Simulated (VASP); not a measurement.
# Pd (R-3m) in VASP: single point with PBEsol

Aim: the single point of Pd with PBEsol.

Program: VASP 6.6.1. These are calculated values, not measurements. Logs are shortened: lines on timing, memory, paths and dates and some standing lists are left out, and cuts for length are marked.

### Step 1. The cell of the first run

It takes space group R-3m (No. 166, trigonal). Conventional cell: a = 2.708 Å, b = 2.708 Å, c = 6.787 Å, α = 90.00°, β = 90.00°, γ = 120.00°. Within 3.6 Å of Pd (site symmetry -3m) lie 12 Pd at 2.71 to 2.75 Å.

### Step 2. Single point, PBEsol

Input file INCAR:

```
SYSTEM = Pd
PREC = Accurate
ENCUT = 520
EDIFF = 1E-7
ISMEAR = 0
SIGMA = 0.1
LREAL = .FALSE.
LASPH = .TRUE.
NELM = 100
ALGO = Normal
ISIF = 2
LWAVE = .FALSE.
LCHARG = .FALSE.
GGA = PS
NBANDS = 11
```

Input file KPOINTS:

```
regular mesh
0
G
  15 15 15
  0 0 0
```

Input file POSCAR:

```
Pd
1.0
    2.7083818999      0.0000000000      0.0000000000
   -1.3541909500      2.3455275285      0.0000000000
    1.3541909500      0.7818425095      2.2621673651
Pd
1
Direct
    0.0000000000      0.0000000000      0.0000000000
```

Potentials or basis: VASP PAW PBE potentials, release 64 (Pd).

Run with:

```sh
$ cat potpaw_PBE.64/Pd/POTCAR > POTCAR
$ mpirun -np 1 vasp_std > vasp.out
```

OUTCAR:

```text
SYSTEM = Pd
   PREC = Accurate
   ENCUT = 520
   EDIFF = 1E-7
   ISMEAR = 0
   LREAL = .FALSE.
   LASPH = .TRUE.
   NELM = 100
   ISIF = 2
   GGA = PS

 ion  position               nearest neighbor table
   1  0.000  0.000  0.000-

  LATTYP: Found a trigonal (rhomboedric) cell.
 ALAT       =     2.7500021866
 COS(alpha) =     0.5150201091

  Lattice vectors:

 A1 = (   0.0000000001,  -1.5636850190,   2.2621673651)
 A2 = (   1.3541909500,   0.7818425095,   2.2621673651)
 A3 = (  -1.3541909499,   0.7818425095,   2.2621673651)

Analysis of symmetry for initial positions (statically):
=====================================================================
 Subroutine PRICEL returns:
 Original cell was already a primitive cell.

 Routine SETGRP: Setting up the symmetry group for a
 trigonal (rhombohedral) supercell.

 Subroutine GETGRP returns: Found 12 space group operations
 (whereof 12 operations were pure point group operations)
 out of a pool of 12 trial point group operations.

The static configuration has the point symmetry D_3d.

Analysis of symmetry for dynamics (positions and initial velocities):
=====================================================================
 Subroutine PRICEL returns:
 Original cell was already a primitive cell.

 Routine SETGRP: Setting up the symmetry group for a
 trigonal (rhombohedral) supercell.

 Subroutine GETGRP returns: Found 12 space group operations
 (whereof 12 operations were pure point group operations)
 out of a pool of 12 trial point group operations.

The dynamic configuration has the point symmetry D_3d.

 Subroutine INISYM returns: Found 12 space group operations
 (whereof 12 operations are pure point group operations),
 and found     1 'primitive' translations

----------------------------------------------------------------------------------------

                                     Primitive cell

  volume of cell :      14.3706

  direct lattice vectors                    reciprocal lattice vectors
     2.708381900  0.000000000  0.000000000     0.369224148  0.213171661 -0.294702628
    -1.354190950  2.345527528  0.000000000     0.000000000  0.426343323 -0.147351314
     1.354190950  0.781842510  2.262167365     0.000000000  0.000000000  0.442053941

  length of vectors
     2.708381900  2.708381900  2.750002187     0.518283964  0.451088726  0.442053941

  position of ions in fractional coordinates (direct lattice)
     0.000000000  0.000000000  0.000000000

  ion indices of the primitive-cell ions
   primitive index   ion index
                 1           1

----------------------------------------------------------------------------------------

 KPOINTS: regular mesh

Automatic generation of k-mesh.
 Grid dimensions read from file:
 generate k-points for:   15   15   15

 Generating k-lattice:

  Cartesian coordinates                     Fractional coordinates (reciprocal lattice)
     0.024614943  0.014211444 -0.019646842     0.066666667 -0.000000000  0.000000000
     0.000000000  0.028422888 -0.009823421     0.000000000  0.066666667 -0.000000000
     0.000000000  0.000000000  0.029470263     0.000000000  0.000000000  0.066666667

  Length of vectors
     0.034552264  0.030072582  0.029470263

  Shift w.r.t. Gamma in fractional coordinates (k-lattice)
     0.000000000  0.000000000  0.000000000

 Subroutine IBZKPT returns following result:
 ===========================================

 Found    344 irreducible k-points:

 Following reciprocal coordinates:
            Coordinates               Weight
  0.000000  0.000000  0.000000      1.000000
  0.066667 -0.000000  0.000000      6.000000
  0.133333 -0.000000  0.000000      6.000000
  0.200000  0.000000  0.000000      6.000000
  0.266667 -0.000000  0.000000      6.000000
  0.333333  0.000000  0.000000      6.000000
[... 16 lines left out ...]
  0.400000  0.133333  0.000000     12.000000
 -0.066667  0.133333 -0.000000      6.000000
 [... further k-points ...]
   k-points           NKPTS =    344   k-points in BZ     NKDIM =    344   number of bands    NBANDS=     11
   number of dos      NEDOS =    301   number of ions     NIONS =      1
   total plane-waves  NPLWV =   8000
   dimension x,y,z NGX =    20 NGY =   20 NGZ =   20
   dimension x,y,z NGXF=    40 NGYF=   40 NGZF=   40
   ions per type =               1
   NGX,Y,Z   is equivalent  to a cutoff of  12.28, 12.28, 12.09 a.u.
   NGXF,Y,Z  is equivalent  to a cutoff of  24.55, 24.55, 24.18 a.u.
 SYSTEM =  Pd
   PREC   = accura    normal or accurate (medium, high low for compatibility)
   ISTART =      0    job   : 0-new  1-cont  2-samecut
   ICHARG =      2    charge: 1-file 2-atom 10-const
   ISPIN  =      1    spin polarized calculation?
   LNONCOLLINEAR =      F non collinear calculations
   LSORBIT =      F    spin-orbit coupling
   LASPH  =      T    aspherical Exc in radial PAW
   ENCUT  =  520.0 eV  38.22 Ry    6.18 a.u.   5.04  5.04  5.11*2*pi/ulx,y,z
   NELM   =    100;   NELMIN=  2; NELMDL= -5     # of ELM steps
   EDIFF  = 0.1E-06   stopping-criterion for ELM
   LREAL  =      F    real-space projection
   EDIFFG = 0.1E-05   stopping-criterion for IOM
   NSW    =      0    number of steps for IOM
   IBRION =     -1    ionic relax: 0-MD 1-quasi-New 2-CG
   NFREE  =      0    steps in history (QN), initial steepest desc. (CG)
   ISIF   =      2    stress and relaxation
   ISYM   =      2    0-nonsym 1-usesym 2-fastsym
   POTIM  = 0.5000    time-step for ionic-motion
   TEBEG  =    0.0;   TEEND  =   0.0 temperature during run
   PSTRESS=    0.0 pullay stress
   NELECT =      10.0000    total number of electrons
   NUPDOWN=      -1.0000    fix difference up-down
   EMIN   =  10.00;   EMAX   =-10.00  energy-range for DOS
   EFERMI =   0.00;   METHOD = LEGACY
   ISMEAR =     0;   SIGMA  =   0.10  broadening in eV -4-tet -1-fermi 0-gaus
   EFERMI_NEDOS =   21; number of points for ismear=-14 and -15
   IALGO  =     38    algorithm
   IMIX   =      4    mixing-type and parameters
     AMIX     =   0.40;   BMIX     =  1.00
     AMIX_MAG =   1.60;   BMIX_MAG =  1.00
  volume/ion in A,a.u.               =      14.37        96.98
  Fermi-wavevector in a.u.,A,eV,Ry     =   1.450718  2.741460 28.634600  2.104584
  Thomas-Fermi vector in A             =   2.568298
   LORBIT       =      0    0 simple, 1 ext, 2 COOP (PROOUT), +10 PAW based schemes
   GGA     = PS    functional components
   LHFCALC =     F    Hartree Fock is set to
   AEXX    =    0.0000 exact exchange contribution
   IVDW    =     0    specifies the selected vdW correction
   LEPSILON=     F    determine dielectric tensor
   LRPA    =     F    only Hartree local field effects (RPA)
 non-spin polarized calculation
 Gauss-broadening in eV      SIGMA  =   0.10
  energy-cutoff  :      520.00
  volume of cell :       14.37
 maximum number of plane-waves:       396
   NGX =  9   NGY =  9   NGZ = 11

 number of electron      10.0000004 magnetization

 Free energy of the ion-electron system (eV)
  ---------------------------------------------------
  ext. energy  EPLUGINS =         0.00000000
  ---------------------------------------------------
  free energy    TOTEN  =        -5.96833033 eV

  energy without entropy =       -5.95839634  energy(sigma->0) =       -5.96336334

 E-fermi :  10.0605     XC(G=0): -13.5429

 val. band max:       10.0492491167   @ k =  -0.1333   0.0000   0.3333
 cond. band min:      10.0624349156   @ k =   0.1333   0.3333   0.0000
 fundamental gap:      0.0131857989
 Fermi energy:        10.0605076665

 k-point     1 :       0.0000    0.0000    0.0000
  band No.  band energies     occupation
      1       2.6228      2.00000
      2       6.9451      2.00000
      3       7.1516      2.00000
      4       7.1516      2.00000
      5       8.8010      2.00000
      6       8.8010      2.00000
      7      27.1884      0.00000
      8      31.6350      0.00000
      9      32.3845      0.00000
     10      32.3845      0.00000
     11      36.0607      0.00000

 k-point     2 :       0.0667   -0.0000    0.0000
  band No.  band energies     occupation
      1       2.8433      2.00000
      2       6.9176      2.00000
      3       7.1581      2.00000
      4       7.2523      2.00000
      5       8.6717      2.00000
      6       8.8495      2.00000
      7      27.4425      0.00000
      8      31.2108      0.00000
      9      31.9189      0.00000
     10      32.2795      0.00000
     11      36.1152      0.00000

 k-point     3 :       0.1333   -0.0000    0.0000
  band No.  band energies     occupation
      1       3.4681      2.00000
      2       6.6148      2.00000
      3       7.4277      2.00000
      4       7.5489      2.00000
      5       8.3429      2.00000
      6       8.9884      2.00000
      7      28.1360      0.00000
      8      30.1389      0.00000
      9      31.1658      0.00000
     10      31.6637      0.00000
     11      36.0994      0.00000

 k-point     4 :       0.2000    0.0000    0.0000
  band No.  band energies     occupation
      1       4.3334      2.00000
      2       6.1563      2.00000
      3       7.8943      2.00000
      4       8.0229      2.00000
      5       8.0537      2.00000
      6       9.1983      2.00000
      7      28.9815      0.00000
      8      29.2854      0.00000
      9      29.6803      0.00000
     10      30.1530      0.00000
     11      35.6911      0.00000
[... 239 lines left out ...]
 k-point    22 :       0.3333    0.1333    0.0000
  band No.  band energies     occupation
      1       4.9016      2.00000
      2       5.1840      2.00000
      3       8.7292      2.00000
      4       9.2393      2.00000
      5      10.1850      0.07820
      6      12.9392      0.00000
      7      22.2663      0.00000
      8      23.6368      0.00000
      9      24.8076      0.00000
     10      31.0867      0.00000
     11      34.6567      0.00000

 k-point    23 :       0.4000    0.1333    0.0000
  band No.  band energies     occupation
      1       4.7098      2.00000
      2       5.0181      2.00000
      3       9.1813      2.00000
      4       9.6150      2.00000
      5      10.2404      0.01094
      6      14.5852      0.00000
      7      21.1528      0.00000
      8      21.8785      0.00000
      9      24.0247      0.00000
     10      31.3498      0.00000
     11      34.6788      0.00000

 k-point    24 :      -0.0667    0.1333   -0.0000
  band No.  band energies     occupation
      1       3.0638      2.00000
      2       6.9619      2.00000
      3       7.1053      2.00000
      4       7.3482      2.00000
      5       8.6245      2.00000
      6       8.8149      2.00000
      7      27.6828      0.00000
      8      30.2882      0.00000
      9      31.7789      0.00000
     10      32.8901      0.00000
     11      36.1257      0.00000

 [... further k-points ...]
[... 5 lines left out ...]
  --------------------------------------------------------------------------------------
  -------------------------------------------------------------------------------------
  Total        0.3143484      0.3143484     -0.0327501     -0.0000000      0.0000000     -0.0000000
  in kB       35.0466618     35.0466618     -3.6513073     -0.0000000      0.0000000     -0.0000000
  external PRESSURE =      22.1473388 kB  Pullay stress =       0.0000000 kB

 VOLUME and BASIS-vectors are now :
 -----------------------------------------------------------------------------
  energy-cutoff  :      520.00
  volume of cell :       14.37
      direct lattice vectors                 reciprocal lattice vectors
     2.708381900  0.000000000  0.000000000     0.369224148  0.213171661 -0.294702628
    -1.354190950  2.345527528  0.000000000     0.000000000  0.426343323 -0.147351314
     1.354190950  0.781842510  2.262167365     0.000000000  0.000000000  0.442053941

 POSITION                                       TOTAL-FORCE (eV/Angst)
 -----------------------------------------------------------------------------------
      0.00000      0.00000      0.00000         0.000000      0.000000      0.000000
 -----------------------------------------------------------------------------------
    total drift:                               -0.000000     -0.000000     -0.000000

  FREE ENERGIE OF THE ION-ELECTRON SYSTEM (eV)
  ---------------------------------------------------
  free  energy   TOTEN  =        -5.9683303349 eV

  energy  without entropy=       -5.9583963390  energy(sigma->0) =       -5.96336334
```

Run time: 34 s. Hardware: 1 thread of AMD EPYC 9R45 (Zen 5), shared host; peak memory 0.14 GiB.

Results:

```yaml
Free_energy: -5.9683 eV
Pressure: 2.2 GPa
Band_gap_on_the_k_mesh: zero (band 5 reaches 10.35 eV, above the bottom of band 6 at 8.71 eV)
```

Stress tensor (GPa, compression positive):
```
 3.50  0.00  0.00
 0.00  3.50  0.00
 0.00  0.00 -0.37
```

Caveat: the PAW data sets were made with another functional, which shifts forces and pressure a little.
